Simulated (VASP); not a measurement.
# NiGe (R-3m) in VASP: further runs

The runs below take NiGe through single point, with PBE, r2SCAN.

Program: VASP 6.6.1. These are calculated values, not measurements. Logs are shortened: lines on timing, memory, paths and dates and some standing lists are left out, and cuts for length are marked.

## 1. The cell of the first run

The structure is trigonal, space group R-3m (No. 166). The conventional cell has a = 2.863 Å, b = 2.863 Å, c = 11.336 Å, α = 90.00°, β = 90.00°, γ = 120.00°. Ni (site symmetry -3m) has 6 Ge at 2.51 Å and 6 Ni at 2.86 Å within 3.3 Å. Ge (site symmetry -3m) has 6 Ni at 2.51 Å and 6 Ge at 2.86 Å within 3.3 Å.

## 2. Single point, PBE

File INCAR:

```
SYSTEM = NiGe
PREC     = Accurate       ! precision mode
ENCUT    = 520            ! plane-wave cutoff, eV
EDIFF    = 1E-6           ! SCF threshold, eV
ISMEAR   = 0              ! smearing method
SIGMA    = 0.1            ! smearing width, eV
LREAL    = .False.        ! projectors in reciprocal space
LASPH    = .True.         ! aspherical terms in the spheres
NELM     = 100            ! most SCF steps
ALGO     = Fast           ! electronic algorithm
ISIF     = 2              ! what is computed and relaxed
LWAVE    = .False.        ! write WAVECAR
LCHARG   = .False.        ! write CHGCAR
GGA      = PE             ! functional
NBANDS   = 19             ! bands
```

File KPOINTS:

```
regular mesh
0
Gamma
  18 18 18
  0 0 0
```

File POSCAR:

```
NiGe
1.0
   -1.5068938140     -1.5068938140     -3.5312425042
   -1.5068938140     -3.5312425042     -1.5068938140
   -3.5312425042     -1.5068938140     -1.5068938140
Ni Ge
1 1
Direct
    1.0000000000      0.0000000000      1.0000000000
    0.5000000000      0.5000000000      0.5000000000
```

Potentials or basis: VASP PAW PBE potentials, release 64 (Ni, Ge_d).

Run with:

```
> cat potpaw_PBE.64/Ni/POTCAR potpaw_PBE.64/Ge_d/POTCAR > POTCAR
> mpirun -np 1 vasp_std > vasp.out
```

OUTCAR:

```text
SYSTEM = NiGe
   PREC = Accurate
   ENCUT = 520
   EDIFF = 1E-6
   ISMEAR = 0
   LREAL = .False.
   LASPH = .True.
   NELM = 100
   ISIF = 2
   GGA = PE

 ion  position               nearest neighbor table
   1  0.000  0.000  0.000-   2 2.51   2 2.51   2 2.51   2 2.51   2 2.51   2 2.51
   2  0.500  0.500  0.500-   1 2.51   1 2.51   1 2.51   1 2.51   1 2.51   1 2.51

  LATTYP: Found a trigonal (rhomboedric) cell.
 ALAT       =     4.1244553043
 COS(alpha) =     0.7590996457

  Lattice vectors:

 A1 = (  -1.5068938140,  -1.5068938140,  -3.5312425042)
 A2 = (  -1.5068938140,  -3.5312425042,  -1.5068938140)
 A3 = (  -3.5312425042,  -1.5068938140,  -1.5068938140)

Analysis of symmetry for initial positions (statically):
=====================================================================
 Subroutine PRICEL returns:
 Original cell was already a primitive cell.

 Routine SETGRP: Setting up the symmetry group for a
 trigonal (rhombohedral) supercell.

 Subroutine GETGRP returns: Found 12 space group operations
 (whereof 12 operations were pure point group operations)
 out of a pool of 12 trial point group operations.

The static configuration has the point symmetry D_3d.

Analysis of symmetry for dynamics (positions and initial velocities):
=====================================================================
 Subroutine PRICEL returns:
 Original cell was already a primitive cell.

 Routine SETGRP: Setting up the symmetry group for a
 trigonal (rhombohedral) supercell.

 Subroutine GETGRP returns: Found 12 space group operations
 (whereof 12 operations were pure point group operations)
 out of a pool of 12 trial point group operations.

The dynamic configuration has the point symmetry D_3d.

 Subroutine INISYM returns: Found 12 space group operations
 (whereof 12 operations are pure point group operations),
 and found     1 'primitive' translations

----------------------------------------------------------------------------------------

                                     Primitive cell

  volume of cell :      26.8215

  direct lattice vectors                    reciprocal lattice vectors
    -1.506893814 -1.506893814 -3.531242504     0.113732786  0.113732786 -0.380253257
    -1.506893814 -3.531242504 -1.506893814     0.113732786 -0.380253257  0.113732786
    -3.531242504 -1.506893814 -1.506893814    -0.380253257  0.113732786  0.113732786

  length of vectors
     4.124455304  4.124455304  4.124455304     0.412871448  0.412871448  0.412871448

  position of ions in fractional coordinates (direct lattice)
     0.000000000  0.000000000  0.000000000
     0.500000000  0.500000000  0.500000000

  ion indices of the primitive-cell ions
   primitive index   ion index
                 1           1
                 2           2

----------------------------------------------------------------------------------------

 KPOINTS: regular mesh

Automatic generation of k-mesh.
 Grid dimensions read from file:
 generate k-points for:   18   18   18

 Generating k-lattice:

  Cartesian coordinates                     Fractional coordinates (reciprocal lattice)
     0.006318488  0.006318488 -0.021125181     0.055555556  0.000000000  0.000000000
     0.006318488 -0.021125181  0.006318488     0.000000000  0.055555556  0.000000000
    -0.021125181  0.006318488  0.006318488     0.000000000  0.000000000  0.055555556

  Length of vectors
     0.022937303  0.022937303  0.022937303

  Shift w.r.t. Gamma in fractional coordinates (k-lattice)
     0.000000000  0.000000000  0.000000000

 Subroutine IBZKPT returns following result:
 ===========================================

 Found    580 irreducible k-points:

 Following reciprocal coordinates:
            Coordinates               Weight
  0.000000  0.000000  0.000000      1.000000
  0.055556  0.000000  0.000000      6.000000
  0.111111  0.000000  0.000000      6.000000
  0.166667  0.000000  0.000000      6.000000
  0.222222  0.000000  0.000000      6.000000
  0.277778 -0.000000 -0.000000      6.000000
[... 16 lines left out ...]
 -0.277778  0.055556  0.000000     12.000000
 -0.222222  0.055556  0.000000     12.000000
 [... further k-points ...]
   k-points           NKPTS =    580   k-points in BZ     NKDIM =    580   number of bands    NBANDS=     19
   number of dos      NEDOS =    301   number of ions     NIONS =      2
   total plane-waves  NPLWV =  32768
   dimension x,y,z NGX =    32 NGY =   32 NGZ =   32
   dimension x,y,z NGXF=    64 NGYF=   64 NGZF=   64
   ions per type =               1   1
   NGX,Y,Z   is equivalent  to a cutoff of  12.90, 12.90, 12.90 a.u.
   NGXF,Y,Z  is equivalent  to a cutoff of  25.80, 25.80, 25.80 a.u.
 SYSTEM =  NiGe
   PREC   = accura    normal or accurate (medium, high low for compatibility)
   ISTART =      0    job   : 0-new  1-cont  2-samecut
   ICHARG =      2    charge: 1-file 2-atom 10-const
   ISPIN  =      1    spin polarized calculation?
   LNONCOLLINEAR =      F non collinear calculations
   LSORBIT =      F    spin-orbit coupling
   LASPH  =      T    aspherical Exc in radial PAW
   ENCUT  =  520.0 eV  38.22 Ry    6.18 a.u.   7.67  7.67  7.67*2*pi/ulx,y,z
   NELM   =    100;   NELMIN=  2; NELMDL= -5     # of ELM steps
   EDIFF  = 0.1E-05   stopping-criterion for ELM
   LREAL  =      F    real-space projection
[... 7 lines left out ...]
   TEBEG  =    0.0;   TEEND  =   0.0 temperature during run
   PSTRESS=    0.0 pullay stress
   NELECT =      24.0000    total number of electrons
   NUPDOWN=      -1.0000    fix difference up-down
   EMIN   =  10.00;   EMAX   =-10.00  energy-range for DOS
   EFERMI =   0.00;   METHOD = LEGACY
   ISMEAR =     0;   SIGMA  =   0.10  broadening in eV -4-tet -1-fermi 0-gaus
   EFERMI_NEDOS =   21; number of points for ismear=-14 and -15
   IALGO  =     68    algorithm
   IMIX   =      4    mixing-type and parameters
     AMIX     =   0.40;   BMIX     =  1.00
     AMIX_MAG =   1.60;   BMIX_MAG =  1.00
  volume/ion in A,a.u.               =      13.41        90.50
  Fermi-wavevector in a.u.,A,eV,Ry     =   1.577555  2.981146 33.860540  2.488679
  Thomas-Fermi vector in A             =   2.678219
   LORBIT       =      0    0 simple, 1 ext, 2 COOP (PROOUT), +10 PAW based schemes
   GGA     = PE    functional components
   LHFCALC =     F    Hartree Fock is set to
   AEXX    =    0.0000 exact exchange contribution
   IVDW    =     0    specifies the selected vdW correction
   LEPSILON=     F    determine dielectric tensor
   LRPA    =     F    only Hartree local field effects (RPA)
 non-spin polarized calculation
 RMM-DIIS sequential band-by-band and
 Gauss-broadening in eV      SIGMA  =   0.10
  energy-cutoff  :      520.00
  volume of cell :       26.82
 maximum number of plane-waves:       746
   NGX = 15   NGY = 15   NGZ = 15

 number of electron      23.9999993 magnetization

 Free energy of the ion-electron system (eV)
  ---------------------------------------------------
  ext. energy  EPLUGINS =         0.00000000
  ---------------------------------------------------
  free energy    TOTEN  =       -10.16907554 eV

  energy without entropy =      -10.16106958  energy(sigma->0) =      -10.16507256

 E-fermi :   8.9704     XC(G=0): -12.5874

 val. band max:        8.9693746319   @ k =  -0.2778   0.2222   0.0000
 cond. band min:       8.9718354635   @ k =  -0.4444   0.2222   0.1111
 fundamental gap:      0.0024608316
 Fermi energy:         8.9704493153

 k-point     1 :       0.0000    0.0000    0.0000
  band No.  band energies     occupation
      1     -15.8207      2.00000
      2     -15.8207      2.00000
      3     -15.7367      2.00000
      4     -15.6723      2.00000
      5     -15.6723      2.00000
      6      -4.2937      2.00000
[... 11 lines left out ...]
     18      24.2360      0.00000
     19      25.3815      0.00000

 k-point     2 :       0.0556    0.0000    0.0000
  band No.  band energies     occupation
      1     -15.8215      2.00000
      2     -15.8168      2.00000
      3     -15.7342      2.00000
      4     -15.6744      2.00000
      5     -15.6727      2.00000
      6      -4.2152      2.00000
[... 11 lines left out ...]
     18      24.5535      0.00000
     19      25.6664      0.00000

 k-point     3 :       0.1111    0.0000    0.0000
  band No.  band energies     occupation
      1     -15.8241      2.00000
      2     -15.8056      2.00000
      3     -15.7264      2.00000
      4     -15.6806      2.00000
      5     -15.6740      2.00000
      6      -3.9799      2.00000
[... 11 lines left out ...]
     18      25.0431      0.00000
     19      25.4791      0.00000

 k-point     4 :       0.1667    0.0000    0.0000
  band No.  band energies     occupation
      1     -15.8289      2.00000
      2     -15.7884      2.00000
      3     -15.7138      2.00000
      4     -15.6901      2.00000
      5     -15.6760      2.00000
      6      -3.5885      2.00000
[... 11 lines left out ...]
     18      23.7789      0.00000
     19      25.0667      0.00000

 k-point     5 :       0.2222    0.0000    0.0000
  band No.  band energies     occupation
      1     -15.8356      2.00000
      2     -15.7672      2.00000
      3     -15.7016      2.00000
      4     -15.6978      2.00000
      5     -15.6783      2.00000
      6      -3.0425      2.00000
[... 11 lines left out ...]
     18      22.6742      0.00000
     19      24.5682      0.00000

 k-point     6 :       0.2778   -0.0000   -0.0000
  band No.  band energies     occupation
      1     -15.8433      2.00000
      2     -15.7447      2.00000
      3     -15.7138      2.00000
      4     -15.6808      2.00000
      5     -15.6805      2.00000
      6      -2.3447      2.00000
[... 11 lines left out ...]
     18      21.7131      0.00000
     19      24.1285      0.00000

 k-point     7 :       0.3333    0.0000    0.0000
  band No.  band energies     occupation
      1     -15.8509      2.00000
      2     -15.7253      2.00000
      3     -15.7236      2.00000
      4     -15.6829      2.00000
      5     -15.6641      2.00000
      6      -1.5007      2.00000
[... 11 lines left out ...]
     18      20.9202      0.00000
     19      23.6594      0.00000

 k-point     8 :       0.3889    0.0000    0.0000
  band No.  band energies     occupation
      1     -15.8573      2.00000
      2     -15.7346      2.00000
      3     -15.7069      2.00000
      4     -15.6841      2.00000
      5     -15.6507      2.00000
      6      -0.5218      2.00000
[... 256 lines left out ...]
 k-point    20 :      -0.4444    0.0556   -0.0000
  band No.  band energies     occupation
      1     -15.8586      2.00000
      2     -15.7415      2.00000
      3     -15.6978      2.00000
      4     -15.6847      2.00000
      5     -15.6400      2.00000
      6       1.0856      2.00000
[... 11 lines left out ...]
     18      19.1834      0.00000
     19      20.8134      0.00000

 k-point    21 :      -0.3889    0.0556    0.0000
  band No.  band energies     occupation
      1     -15.8558      2.00000
      2     -15.7375      2.00000
      3     -15.7040      2.00000
      4     -15.6858      2.00000
      5     -15.6454      2.00000
      6       0.0126      2.00000
[... 11 lines left out ...]
     18      19.4633      0.00000
     19      22.5188      0.00000

 k-point    22 :      -0.3333    0.0556    0.0000
  band No.  band energies     occupation
      1     -15.8507      2.00000
      2     -15.7300      2.00000
      3     -15.7177      2.00000
      4     -15.6852      2.00000
      5     -15.6558      2.00000
      6      -1.0176      2.00000
[... 11 lines left out ...]
     18      19.9282      0.00000
     19      24.2004      0.00000

 k-point    23 :      -0.2778    0.0556    0.0000
  band No.  band energies     occupation
      1     -15.8441      2.00000
      2     -15.7367      2.00000
      3     -15.7198      2.00000
      4     -15.6833      2.00000
      5     -15.6702      2.00000
      6      -1.9237      2.00000
[... 11 lines left out ...]
     18      20.5659      0.00000
     19      25.0220      0.00000

 k-point    24 :      -0.2222    0.0556    0.0000
  band No.  band energies     occupation
      1     -15.8369      2.00000
      2     -15.7581      2.00000
      3     -15.7082      2.00000
      4     -15.6873      2.00000
      5     -15.6805      2.00000
      6      -2.6876      2.00000
[... 11 lines left out ...]
     18      21.3612      0.00000
     19      25.5318      0.00000

 [... further k-points ...]
[... 5 lines left out ...]
  --------------------------------------------------------------------------------------
  -------------------------------------------------------------------------------------
  Total        0.0524959      0.0524959      0.0524959      0.0046758      0.0046758      0.0046758
  in kB        3.1358367      3.1358367      3.1358367      0.2793083      0.2793083      0.2793083
  external PRESSURE =       3.1358367 kB  Pullay stress =       0.0000000 kB

 VOLUME and BASIS-vectors are now :
 -----------------------------------------------------------------------------
  energy-cutoff  :      520.00
  volume of cell :       26.82
      direct lattice vectors                 reciprocal lattice vectors
    -1.506893814 -1.506893814 -3.531242504     0.113732786  0.113732786 -0.380253257
    -1.506893814 -3.531242504 -1.506893814     0.113732786 -0.380253257  0.113732786
    -3.531242504 -1.506893814 -1.506893814    -0.380253257  0.113732786  0.113732786

 POSITION                                       TOTAL-FORCE (eV/Angst)
 -----------------------------------------------------------------------------------
      0.00000      0.00000      0.00000         0.000000      0.000000     -0.000000
     -3.27252     -3.27252     -3.27252        -0.000000     -0.000000      0.000000
 -----------------------------------------------------------------------------------
    total drift:                                0.000000     -0.000000      0.000000

  FREE ENERGIE OF THE ION-ELECTRON SYSTEM (eV)
  ---------------------------------------------------
  free  energy   TOTEN  =       -10.1690755431 eV

  energy  without entropy=      -10.1610695792  energy(sigma->0) =      -10.16507256
```

Wall time 11 min (1 thread of Oxide Virtual Turin-like, shared host); peak memory 0.39 GiB.

Results:

```
Free energy            : -10.1691 eV
Pressure               : 0.3 GPa
Band gap on the k mesh : zero (bands 12 and 13 overlap by 1.02 eV)
```

## 3. Single point, r2SCAN

POSCAR: that of step 2 with these lines changed.

```diff
@@ -8,3 +8,3 @@
 Direct
-    1.0000000000      0.0000000000      1.0000000000
+    0.0000000000      0.0000000000      0.0000000000
     0.5000000000      0.5000000000      0.5000000000
```

File INCAR.step1:

```
SYSTEM = NiGe
PREC = Accurate
ENCUT = 520
ISMEAR = 0
SIGMA = 0.1
LREAL = .False.
LASPH = .True.
NELM = 100
NBANDS = 19
GGA = PE
ALGO = Normal
EDIFF = 1E-4
LWAVE = .True.
LCHARG = .False.
```

File INCAR.step2:

```
SYSTEM = NiGe
PREC = Accurate
ENCUT = 520
EDIFF = 1E-7
ISMEAR = 0
SIGMA = 0.1
LREAL = .False.
LASPH = .True.
NELM = 100
ALGO = Normal
ISIF = 2
LWAVE = .False.
LCHARG = .False.
METAGGA = R2SCAN
LMIXTAU = .True.
NBANDS = 19
ISTART = 1
```

KPOINTS is that of step 2.

Potentials or basis: VASP PAW PBE potentials, release 64 (Ni, Ge_d).

Run with:

```
> cat potpaw_PBE.64/Ni/POTCAR potpaw_PBE.64/Ge_d/POTCAR > POTCAR
> cp INCAR.step1 INCAR
> mpirun -np 1 vasp_std > vasp.out
> cp INCAR.step2 INCAR
> mpirun -np 1 vasp_std > vasp.out
```

OUTCAR:

```text
SYSTEM = NiGe
   PREC = Accurate
   ENCUT = 520
   EDIFF = 1E-7
   ISMEAR = 0
   LREAL = .False.
   LASPH = .True.
   NELM = 100
   ISIF = 2
   METAGGA = R2SCAN
   ISTART = 1

 ion  position               nearest neighbor table
   1  0.000  0.000  0.000-   2 2.51   2 2.51   2 2.51   2 2.51   2 2.51   2 2.51
   2  0.500  0.500  0.500-   1 2.51   1 2.51   1 2.51   1 2.51   1 2.51   1 2.51

  LATTYP: Found a trigonal (rhomboedric) cell.
 ALAT       =     4.1244553043
 COS(alpha) =     0.7590996457

  Lattice vectors:

 A1 = (  -1.5068938140,  -1.5068938140,  -3.5312425042)
[... 190 lines left out ...]
      5     -16.5430      2.00000
      6      -5.0558      2.00000
[... 505 lines left out ...]
      6      -3.3673      2.00000
[... 11 lines left out ...]
     18      21.8345      0.00000
     19      26.2388      0.00000

 [... further k-points ...]
[... 5 lines left out ...]
  --------------------------------------------------------------------------------------
  -------------------------------------------------------------------------------------
  Total       -0.8593111     -0.8593111     -0.8593111     -0.1223606     -0.1223606     -0.1223606
  in kB      -51.3308794    -51.3308794    -51.3308794     -7.3092027     -7.3092027     -7.3092027
  external PRESSURE =     -51.3308794 kB  Pullay stress =       0.0000000 kB

 VOLUME and BASIS-vectors are now :
 -----------------------------------------------------------------------------
  energy-cutoff  :      520.00
  volume of cell :       26.82
      direct lattice vectors                 reciprocal lattice vectors
    -1.506893814 -1.506893814 -3.531242504     0.113732786  0.113732786 -0.380253257
    -1.506893814 -3.531242504 -1.506893814     0.113732786 -0.380253257  0.113732786
    -3.531242504 -1.506893814 -1.506893814    -0.380253257  0.113732786  0.113732786

 POSITION                                       TOTAL-FORCE (eV/Angst)
 -----------------------------------------------------------------------------------
      0.00000      0.00000      0.00000         0.000000      0.000000     -0.000000
     -3.27252     -3.27252     -3.27252        -0.000000     -0.000000      0.000000
 -----------------------------------------------------------------------------------
    total drift:                                0.000000     -0.000000      0.000000

  FREE ENERGIE OF THE ION-ELECTRON SYSTEM (eV)
  ---------------------------------------------------
  free  energy   TOTEN  =       -25.8374383020 eV

  energy  without entropy=      -25.8296802565  energy(sigma->0) =      -25.83355928
```

OSZICAR.step1:

```text
N       E                     dE             d eps       ncg     rms          rms(c)
DAV:   1     0.134044524508E+03    0.13404E+03   -0.11572E+04 24587   0.321E+03
DAV:   2     0.267786262010E+01   -0.13137E+03   -0.12641E+03 22202   0.441E+02
DAV:   3    -0.109905342161E+02   -0.13668E+02   -0.13472E+02 23794   0.110E+02
DAV:   4    -0.112841137189E+02   -0.29358E+00   -0.29332E+00 24948   0.172E+01
DAV:   5    -0.112912443185E+02   -0.71306E-02   -0.71300E-02 26297   0.254E+00    0.108E+01
DAV:   6    -0.137716163444E+02   -0.24804E+01   -0.43418E+01 24348   0.693E+01    0.170E+01
DAV:   7    -0.102163333061E+02    0.35553E+01   -0.10604E+01 24076   0.467E+01    0.198E+00
DAV:   8    -0.101867298282E+02    0.29603E-01   -0.61831E-01 31988   0.816E+00    0.139E+00
DAV:   9    -0.101693753251E+02    0.17355E-01   -0.10106E-01 27733   0.340E+00    0.133E-01
DAV:  10    -0.101691300977E+02    0.24523E-03   -0.28070E-03 29138   0.786E-01    0.921E-02
DAV:  11    -0.101690829456E+02    0.47152E-04   -0.49805E-04 17035   0.278E-01
   1 F= -.10169083E+02 E0= -.10165088E+02  d E =-.799079E-02
```

Wall time 31 min (1 thread of Oxide Virtual Turin-like, shared host); peak memory 0.4 GiB.

Results:

```yaml
Free_energy: -25.8374 eV
Pressure: -5.1 GPa
Band_gap_on_the_k_mesh: zero (bands 12 and 13 overlap by 1.01 eV)
```

Caveat: the cell stands under tension; the PAW data sets were made with another functional, which shifts forces and pressure a little. Spin polarisation is off, so any magnetic state and its effect on volume and gap are missing.
